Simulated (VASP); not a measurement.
# NaCl (P6_3/mmc) in VASP: notebook, part 2 of 2

VASP 6.6.1. The steps go on from the part before.

### 3 Single point, r2SCAN

POSCAR

```
NaCl
1.0
    3.8922715770      0.0000000000      0.0000000000
   -1.9461357885      3.3708060641      0.0000000000
    0.0000000000      0.0000000000      6.7368165382
Na Cl
2 2
Direct
    0.0000000000      0.0000000000      0.0000000000
    0.0000000000      0.0000000000      0.5000000000
    0.3333333333      0.6666666667      0.2500000000
    0.6666666667      0.3333333333      0.7500000000
```

INCAR.step1

```
ALGO = Normal ; EDIFF = 1E-4
ENCUT = 520 ; GGA = PE
ISMEAR = 0 ; LASPH = T
LCHARG = F ; LREAL = F
LWAVE = T ; NBANDS = 22
NELM = 80 ; PREC = Accurate
SIGMA = 0.01
```

INCAR.step2

```
ALGO = Normal ; EDIFF = 1E-7
ENCUT = 520 ; ISIF = 2
ISMEAR = 0 ; ISTART = 1
LASPH = T ; LCHARG = T
LELF = T ; LMIXTAU = T
LREAL = F ; LVHAR = T
LWAVE = F ; METAGGA = R2SCAN
NBANDS = 22 ; NELM = 80
PREC = Accurate ; SIGMA = 0.01
```

KPOINTS

```
k-points
0
Gamma
  6 6 4
```

Potentials or basis: VASP PAW PBE potentials, release 64 (Na_pv, Cl).

Launch:

```
> cat potpaw_PBE.64/Na_pv/POTCAR potpaw_PBE.64/Cl/POTCAR > POTCAR
> cp INCAR.step1 INCAR
> mpirun -np 1 vasp_std > vasp.out
> cp INCAR.step2 INCAR
> mpirun -np 1 vasp_std > vasp.out
```

OUTCAR:

```text
EDIFF = 1E-7
   ENCUT = 520
   ISIF = 2
   ISMEAR = 0
   ISTART = 1
   LASPH = T
   LREAL = F
   METAGGA = R2SCAN
   NELM = 80
   PREC = Accurate

 ion  position               nearest neighbor table
   1  0.000  0.000  0.000-
   2  0.000  0.000  0.500-
   3  0.333  0.667  0.250-
   4  0.667  0.333  0.750-

  LATTYP: Found a hexagonal cell.
 ALAT       =     3.8922715770
 C/A-ratio  =     1.7308187276

  Lattice vectors:

 A1 = (   3.8922715770,   0.0000000000,   0.0000000000)
 A2 = (  -1.9461357885,   3.3708060641,   0.0000000000)
 A3 = (   0.0000000000,   0.0000000000,   6.7368165382)

Analysis of symmetry for initial positions (statically):
=====================================================================
 Subroutine PRICEL returns:
 Original cell was already a primitive cell.

 Routine SETGRP: Setting up the symmetry group for a
 hexagonal supercell.
[... 164 lines left out ...]
  ext. energy  EPLUGINS =         0.00000000
  ---------------------------------------------------
  free energy    TOTEN  =       -27.47088778 eV

  energy without entropy =      -27.47088778  energy(sigma->0) =      -27.47088778

 E-fermi :  -0.9056     XC(G=0):  -8.7094

 val. band max:       -0.9925028583   @ k =   0.0000   0.0000   0.0000
 cond. band min:       4.8937301033   @ k =   0.0000   0.0000   0.0000
 fundamental gap:      5.8862329616
 Fermi energy:        -0.9056232973

 k-point     1 :       0.0000    0.0000    0.0000
  band No.  band energies     occupation
      1     -22.7011      2.00000
      2     -22.6471      2.00000
      3     -22.6469      2.00000
      4     -22.6408      2.00000
      5     -22.6406      2.00000
      6     -22.6383      2.00000
[... 514 lines left out ...]
     21      11.2812      0.00000
     22      11.2812      0.00000

------------------------ aborting loop because EDIFF is reached ----------------------------------------

  FORCE on cell =-STRESS in cart. coord.  units (eV):
  Direction    XX          YY          ZZ          XY          YZ          ZX
  --------------------------------------------------------------------------------------
  -------------------------------------------------------------------------------------
  Total       -0.0824020     -0.0824020     -0.1441168      0.0000000      0.0000000      0.0000000
  in kB       -1.4936765     -1.4936765     -2.6123627      0.0000000      0.0000000      0.0000000
  external PRESSURE =      -1.8665719 kB  Pullay stress =       0.0000000 kB

 VOLUME and BASIS-vectors are now :
 -----------------------------------------------------------------------------
  energy-cutoff  :      520.00
  volume of cell :       88.39
      direct lattice vectors                 reciprocal lattice vectors
     3.892271577  0.000000000  0.000000000     0.256919380  0.148332473  0.000000000
    -1.946135788  3.370806064  0.000000000     0.000000000  0.296664946  0.000000000
     0.000000000  0.000000000  6.736816538     0.000000000  0.000000000  0.148438063

 POSITION                                       TOTAL-FORCE (eV/Angst)
 -----------------------------------------------------------------------------------
      0.00000      0.00000      0.00000         0.000000      0.000000      0.000000
      0.00000      0.00000      3.36841         0.000000      0.000000      0.000000
     -0.00000      2.24720      1.68420         0.000000     -0.000000     -0.000000
      1.94614      1.12360      5.05261        -0.000000      0.000000      0.000000
 -----------------------------------------------------------------------------------
    total drift:                               -0.000000      0.000000     -0.000000

  FREE ENERGIE OF THE ION-ELECTRON SYSTEM (eV)
  ---------------------------------------------------
  free  energy   TOTEN  =       -27.4708877811 eV

  energy  without entropy=      -27.4708877811  energy(sigma->0) =      -27.47088778
```

OUTCAR.step1:

```text
EDIFF = 1E-4
   ENCUT = 520
   GGA = PE
   ISMEAR = 0
[... 751 lines left out ...]
      0.00000      0.00000      0.00000         0.000000      0.000000      0.000000
      0.00000      0.00000      3.36841         0.000000      0.000000      0.000000
     -0.00000      2.24720      1.68420        -0.000000      0.000000     -0.000000
      1.94614      1.12360      5.05261         0.000000     -0.000000      0.000000
 -----------------------------------------------------------------------------------
    total drift:                               -0.000000      0.000000     -0.000000

  FREE ENERGIE OF THE ION-ELECTRON SYSTEM (eV)
  ---------------------------------------------------
  free  energy   TOTEN  =       -13.4380927712 eV

  energy  without entropy=      -13.4380927712  energy(sigma->0) =      -13.43809277
```

OSZICAR.step1:

```text
N       E                     dE             d eps       ncg     rms          rms(c)
DAV:   1     0.257910650494E+03    0.25791E+03   -0.13981E+04   948   0.131E+03
DAV:   2     0.111604597693E+02   -0.24675E+03   -0.23241E+03  1042   0.349E+02
DAV:   3    -0.131884016169E+02   -0.24349E+02   -0.24178E+02  1152   0.111E+02
DAV:   4    -0.138147063168E+02   -0.62630E+00   -0.62555E+00  1086   0.199E+01
DAV:   5    -0.138334114847E+02   -0.18705E-01   -0.18704E-01  1246   0.328E+00    0.306E+00
DAV:   6    -0.134514251678E+02    0.38199E+00   -0.70517E-01  1122   0.423E+00    0.229E+00
DAV:   7    -0.134264379885E+02    0.24987E-01   -0.16089E-01  1198   0.202E+00    0.159E+00
DAV:   8    -0.134380633843E+02   -0.11625E-01   -0.21099E-02   990   0.114E+00    0.412E-01
DAV:   9    -0.134377202881E+02    0.34310E-03   -0.72106E-04  1184   0.188E-01    0.133E-01
DAV:  10    -0.134380968327E+02   -0.37654E-03   -0.63328E-04  1002   0.179E-01    0.361E-02
DAV:  11    -0.134380927712E+02    0.40614E-05   -0.18122E-05   662   0.437E-02
   1 F= -.13438093E+02 E0= -.13438093E+02  d E =-.203658E-35
```

Wall time 3.9 min (1 thread of Intel Xeon Platinum 8375C at 2.90GHz (Ice Lake), shared host); peak memory 0.21 GiB.

Results:

- Free energy: -27.4709 eV
- Pressure: -0.2 GPa
- Band gap on the k mesh: 5.89 eV

Caveat: the PAW data sets were made with another functional, which shifts forces and pressure a little. A k mesh can miss the band edges.
